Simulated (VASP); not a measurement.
# Si4C11 in VASP: a series of runs

Runs on Si4C11. Level: PBE. Tasks: single point.

All numbers are computed with VASP 6.6.1; they aren't measurements. Logs are shortened: lines on timing, memory, paths and dates and some standing lists are left out, and cuts for length are marked.

### 1 The cell of the first run

The cell holds a disordered packing, 15 atoms: a = 5.571 Å, b = 5.478 Å, c = 5.585 Å, α = 91.93°, β = 88.57°, γ = 86.53°.

### 2 Single point, PBE

INCAR reads:

```
PREC     = Accurate       # precision mode
ENCUT    = 520            # plane-wave cutoff, eV
EDIFF    = 1E-6           # SCF threshold, eV
ISMEAR   = -1             # smearing method
SIGMA    = 0.3447         # smearing width, eV
LREAL    = Auto         
LASPH    = T              # aspherical terms in the spheres
NELM     = 120            # most SCF steps
ALGO     = Normal         # electronic algorithm
ISIF     = 2              # what is computed and relaxed
LWAVE    = F              # write WAVECAR
LCHARG   = F              # write CHGCAR
GGA      = PE             # functional
ISYM     = -1           
NBANDS   = 43             # bands
GGA_COMPAT= F
```

KPOINTS reads:

```
explicit points
1
Reciprocal
  0.25000000   0.25000000   0.25000000 1
```

POSCAR reads:

```
Si4C11
1.0
    5.5684850000      0.1677970000      0.0711490000
    0.1677970000      5.4749150000     -0.0943290000
    0.0711490000     -0.0943290000      5.5837510000
C Si
11 4
Direct
    0.0898373924     -0.1032801204      0.3175859470
    0.9643402588      0.2037268483     -0.3255565112
    0.8437111189      0.2429419911      0.9549867594
    0.2399969943      0.7310964051      0.4492621621
    0.6467884326      0.5385027797      0.2326549086
    0.5908557682      0.2141371250      0.0401825840
    0.0755699765      0.0967046202      0.1851603558
    0.5108831320      0.4445902317      0.0161497044
   -0.4386135509      0.6729879893      0.4465222750
    0.5069192888      1.1070879797     -0.2910862785
    0.6504823018     -0.0215689783     -0.1149099853
    1.1757592394      0.4690752325      0.2410700806
    0.2844110506      0.3514553611      0.7501886941
    0.9677048101     -0.1245981085      0.7850492537
    0.6436201926      1.0347518578      0.4266026861
```

Potentials or basis: VASP PAW PBE potentials, release 64 (C, Si).

On the command line:

```console
$ cat potpaw_PBE.64/C/POTCAR potpaw_PBE.64/Si/POTCAR > POTCAR
$ mpirun -np 1 vasp_std > vasp.out
```

OUTCAR:

```text
PREC = Accurate
   ENCUT = 520
   EDIFF = 1E-6
   ISMEAR = -1
   LREAL = Auto
   LASPH = T
   NELM = 120
   ISIF = 2
   GGA = PE
   ISYM = -1

 ion  position               nearest neighbor table
   1  0.090  0.897  0.318-   7 1.34   4 1.43  12 2.38  15 2.61
   2  0.964  0.204  0.674-   3 1.69  14 1.92  13 2.05  15 2.49
   3  0.844  0.243  0.955-   6 1.49   2 1.69  11 1.89   7 2.00  14 2.26
   4  0.240  0.731  0.449-   1 1.43   9 1.80  12 1.87  14 2.46
   5  0.647  0.539  0.233-   9 1.44   8 1.53
   6  0.591  0.214  0.040-   8 1.33   3 1.49  11 1.54  10 2.00  15 2.42  13 2.48
   7  0.076  0.097  0.185-   1 1.34   3 2.00  12 2.16  14 2.61
   8  0.511  0.445  0.016-   6 1.33   5 1.53  13 2.04  12 2.22
   9  0.561  0.673  0.447-   5 1.44   4 1.80  15 2.07
  10  0.507  0.107  0.709-  11 1.46  15 1.76  13 1.77   6 2.00
  11  0.650  0.978  0.885-  10 1.46   6 1.54  14 1.89   3 1.89  15 2.59
  12  0.176  0.469  0.241-   4 1.87   7 2.16   8 2.22   1 2.38  13 2.84  13 3.00
  13  0.284  0.351  0.750-  10 1.77   8 2.04   2 2.05   6 2.48  12 2.84  12 3.00  15 3.08
  14  0.968  0.875  0.785-  11 1.89   2 1.92   3 2.26   4 2.46   7 2.61  15 2.85
  15  0.644  0.035  0.427-  10 1.76   9 2.07   6 2.42   2 2.49  11 2.59   1 2.61  14 2.85  13 3.08

IMPORTANT INFORMATION: All symmetrisations will be switched off!
NOSYMM: (Re-)initialisation of all symmetry stuff for point group C_1.

----------------------------------------------------------------------------------------

                                     Primitive cell

  volume of cell :     169.9950

  direct lattice vectors                    reciprocal lattice vectors
     5.568485000  0.167797000  0.071149000     0.179779798 -0.005551035 -0.002384558
     0.167797000  5.474915000 -0.094329000    -0.005551035  0.182875815  0.003160142
     0.071149000 -0.094329000  5.583751000    -0.002384558  0.003160142  0.179174851

  length of vectors
     5.571466881  5.478297915  5.585000928     0.179881282  0.182987333  0.179218581

  position of ions in fractional coordinates (direct lattice)
     0.089837392  0.896719880  0.317585947
     0.964340259  0.203726848  0.674443489
     0.843711119  0.242941991  0.954986759
     0.239996994  0.731096405  0.449262162
     0.646788433  0.538502780  0.232654909
     0.590855768  0.214137125  0.040182584
     0.075569976  0.096704620  0.185160356
     0.510883132  0.444590232  0.016149704
     0.561386449  0.672987989  0.446522275
     0.506919289  0.107087980  0.708913721
     0.650482302  0.978431022  0.885090015
     0.175759239  0.469075233  0.241070081
     0.284411051  0.351455361  0.750188694
     0.967704810  0.875401891  0.785049254
     0.643620193  0.034751858  0.426602686

  ion indices of the primitive-cell ions
   primitive index   ion index
                 1           1
                 2           2
                 3           3
                 4           4
                 5           5
                 6           6
                 7           7
                 8           8
                 9           9
                10          10
                11          11
                12          12
                13          13
                14          14
                15          15

----------------------------------------------------------------------------------------

 KPOINTS: explicit points

Read explicit list of k-points.

 Found      1 k-points:

 Following reciprocal coordinates:
            Coordinates               Weight
  0.250000  0.250000  0.250000      1.000000
   k-points           NKPTS =      1   k-points in BZ     NKDIM =      1   number of bands    NBANDS=     43
   number of dos      NEDOS =    301   number of ions     NIONS =     15
   total plane-waves  NPLWV =  74088
   dimension x,y,z NGX =    42 NGY =   42 NGZ =   42
   dimension x,y,z NGXF=    84 NGYF=   84 NGZF=   84
   ions per type =              11   4
   NGX,Y,Z   is equivalent  to a cutoff of  12.53, 12.75, 12.50 a.u.
   NGXF,Y,Z  is equivalent  to a cutoff of  25.06, 25.49, 25.00 a.u.
 SYSTEM =  unknown system
   PREC   = accura    normal or accurate (medium, high low for compatibility)
   ISTART =      0    job   : 0-new  1-cont  2-samecut
   ICHARG =      2    charge: 1-file 2-atom 10-const
   ISPIN  =      1    spin polarized calculation?
   LNONCOLLINEAR =      F non collinear calculations
   LSORBIT =      F    spin-orbit coupling
   LASPH  =      T    aspherical Exc in radial PAW
   ENCUT  =  520.0 eV  38.22 Ry    6.18 a.u.  10.36 10.19 10.38*2*pi/ulx,y,z
   NELM   =    120;   NELMIN=  2; NELMDL= -5     # of ELM steps
   EDIFF  = 0.1E-05   stopping-criterion for ELM
   LREAL  =      T    real-space projection
   EDIFFG = 0.1E-04   stopping-criterion for IOM
   NSW    =      0    number of steps for IOM
   IBRION =     -1    ionic relax: 0-MD 1-quasi-New 2-CG
   NFREE  =      0    steps in history (QN), initial steepest desc. (CG)
   ISIF   =      2    stress and relaxation
   ISYM   =     -1    0-nonsym 1-usesym 2-fastsym
   POTIM  = 0.5000    time-step for ionic-motion
   TEBEG  =    0.0;   TEEND  =   0.0 temperature during run
   PSTRESS=    0.0 pullay stress
   NELECT =      60.0000    total number of electrons
   NUPDOWN=      -1.0000    fix difference up-down
   EMIN   =  10.00;   EMAX   =-10.00  energy-range for DOS
   EFERMI =   0.00;   METHOD = LEGACY
   ISMEAR =    -1;   SIGMA  =   0.34  broadening in eV -4-tet -1-fermi 0-gaus
   EFERMI_NEDOS =   21; number of points for ismear=-14 and -15
   IALGO  =     38    algorithm
   IMIX   =      4    mixing-type and parameters
     AMIX     =   0.40;   BMIX     =  1.00
     AMIX_MAG =   1.60;   BMIX_MAG =  1.00
  volume/ion in A,a.u.               =      11.33        76.48
  Fermi-wavevector in a.u.,A,eV,Ry     =   1.156946  2.186312 18.211735  1.338525
  Thomas-Fermi vector in A             =   2.293562
   LORBIT       =      0    0 simple, 1 ext, 2 COOP (PROOUT), +10 PAW based schemes
   GGA     = PE    functional components
   LHFCALC =     F    Hartree Fock is set to
   AEXX    =    0.0000 exact exchange contribution
   IVDW    =     0    specifies the selected vdW correction
   LEPSILON=     F    determine dielectric tensor
   LRPA    =     F    only Hartree local field effects (RPA)
 non-spin polarized calculation
  energy-cutoff  :      520.00
  volume of cell :      169.99
 maximum number of plane-waves:      4584
 NGX is ok and might be reduce to    42
   NGX = 21   NGY = 21   NGZ = 21

 number of electron      60.0000001 magnetization

 Free energy of the ion-electron system (eV)
  ---------------------------------------------------
  ext. energy  EPLUGINS =         0.00000000
  ---------------------------------------------------
  free energy    TOTEN  =       -97.88375124 eV

  energy without entropy =      -96.16263620  energy(sigma->0) =      -97.02319372

 E-fermi :   5.6569     XC(G=0): -10.4296

 val. band max:        5.6113952101   @ k =   0.2500   0.2500   0.2500
 cond. band min:       5.8874291022   @ k =   0.2500   0.2500   0.2500
 fundamental gap:      0.2760338921
 Fermi energy:         5.6568925628

 k-point     1 :       0.2500    0.2500    0.2500
  band No.  band energies     occupation
      1     -13.6492      2.00000
      2     -10.7960      2.00000
      3     -10.2987      2.00000
      4      -8.4092      2.00000
      5      -8.1118      2.00000
      6      -6.9399      2.00000
[... 34 lines left out ...]
     41      10.0399      0.00001
     42      10.3901      0.00000
 [bands above 42 left out]

------------------------ aborting loop because EDIFF is reached ----------------------------------------

  FORCE on cell =-STRESS in cart. coord.  units (eV):
  Direction    XX          YY          ZZ          XY          YZ          ZX
  --------------------------------------------------------------------------------------
  -------------------------------------------------------------------------------------
  Total       -5.0169706     -2.4766356     -3.9035345     -2.7082487      5.7595495     -7.4667806
  in kB      -47.2841978    -23.3419205    -36.7902290    -25.5248390     54.2828928    -70.3732910
  external PRESSURE =     -35.8054491 kB  Pullay stress =       0.0000000 kB

 VOLUME and BASIS-vectors are now :
 -----------------------------------------------------------------------------
  energy-cutoff  :      520.00
  volume of cell :      169.99
      direct lattice vectors                 reciprocal lattice vectors
     5.568485000  0.167797000  0.071149000     0.179779798 -0.005551035 -0.002384558
     0.167797000  5.474915000 -0.094329000    -0.005551035  0.182875815  0.003160142
     0.071149000 -0.094329000  5.583751000    -0.002384558  0.003160142  0.179174851

 POSITION                                       TOTAL-FORCE (eV/Angst)
 -----------------------------------------------------------------------------------
      0.67332      4.89458      1.69513         0.786152      0.565068     -0.280544
      5.45208      1.21358      3.81532        -0.063567      0.518857      3.009372
      4.80690      1.38158      5.36952         3.322540     -1.937845     -0.448294
      1.49106      4.00058      2.45668         0.330887     -0.397616     -0.330980
      3.70854      3.03484      1.29431        -1.606301      2.592248      0.996017
      3.32896      1.26774      0.24621         5.086624     -7.200098      2.338170
      0.45021      0.52466      1.03014        -0.270187      1.972238     -1.379448
      2.92059      2.51829      0.08459        -3.598173      4.825595      2.174780
      3.27077      3.73663      2.46973        -0.240640      1.084313     -2.752407
      2.89118      0.60449      3.98436        -0.443382     -2.441889      0.319716
      3.84935      5.38249      4.89611        -3.832773      2.956799     -0.444130
      1.07457      2.57490      1.31433        -1.070344     -2.118023     -1.218881
      1.69609      1.90115      4.17595        -1.233214      1.189771     -0.154371
      5.59140      4.88108      4.36979         1.347804     -0.308108     -0.022597
      3.62017      0.25802      2.42456         1.484573     -1.301309     -1.806401
 -----------------------------------------------------------------------------------
    total drift:                                0.000439      0.005863     -0.005872

  FREE ENERGIE OF THE ION-ELECTRON SYSTEM (eV)
  ---------------------------------------------------
  free  energy   TOTEN  =       -97.8837512392 eV

  energy  without entropy=      -96.1626361965  energy(sigma->0) =      -97.02319372
```

It took 10 s on 1 thread of Intel Xeon 6975P-C (Granite Rapids), shared host; peak memory 0.24 GiB.

Results:

```yaml
Free_energy: -97.8838 eV
Pressure: -3.6 GPa
Largest_force: 9.120 eV/Å
```

Forces in eV/Å, atoms in the order of the input:
```
C    0.786  0.565 -0.281
C   -0.064  0.519  3.009
C    3.323 -1.938 -0.448
C    0.331 -0.398 -0.331
C   -1.606  2.592  0.996
C    5.087 -7.200  2.338
C   -0.270  1.972 -1.379
C   -3.598  4.826  2.175
C   -0.241  1.084 -2.752
C   -0.443 -2.442  0.320
C   -3.833  2.957 -0.444
Si  -1.070 -2.118 -1.219
Si  -1.233  1.190 -0.154
Si   1.348 -0.308 -0.023
Si   1.485 -1.301 -1.806
```

Stress tensor (GPa, compression positive):
```
-4.73 -2.55 -7.04
-2.55 -2.33  5.43
-7.04  5.43 -3.68
```

Levels at points of the mesh, in eV from the Fermi level:
| k point | band 26 | band 27 | band 28 | band 29 | band 30 | band 31 | band 32 | band 33 | band 34 | band 35 |
| --- | --- | --- | --- | --- | --- | --- | --- | --- | --- | --- |
| (0.25, 0.25, 0.25) | -1.94 | -1.61 | -1.34 | -0.89 | -0.05 | 0.23 | 0.52 | 1.12 | 1.56 | 1.97 |

Caveat: the atoms stand as in a frame of molecular dynamics.

[end of part 1 of 2]
